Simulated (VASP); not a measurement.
Here is a VASP 6.6.1 calculation.

File INCAR:

```
SYSTEM = Sb
ALGO = Normal ; EDIFF = 1E-7
ENCUT = 520 ; GGA = PS
ISIF = 2 ; ISMEAR = 0
LASPH = .True. ; LCHARG = .True.
LELF = .True. ; LREAL = .False.
LVHAR = .True. ; LWAVE = .False.
NBANDS = 8 ; NELM = 60
PREC = Accurate ; SIGMA = 0.1
```

File KPOINTS:

```
k-points
0
Gamma
  16 16 16
  0 0 0
```

The input POSCAR:

```
Sb
1.0
    0.0000000000      2.3559653193      2.3559653193
    2.3559653193      0.0000000000      2.3559653193
    2.3559653193      2.3559653193      0.0000000000
Sb
1
Direct
    0.0000000000      0.0000000000      0.0000000000
```

Potentials or basis: VASP PAW PBE potentials, release 64 (Sb).

Command:

```console
$ cat potpaw_PBE.64/Sb/POTCAR > POTCAR
$ mpirun -np 1 vasp_std > vasp.out
```

(1) Estimate the pressure.

Answers

(1) 0.0 GPa.

Caveat: the PAW data sets were made with another functional, which shifts forces and pressure a little.
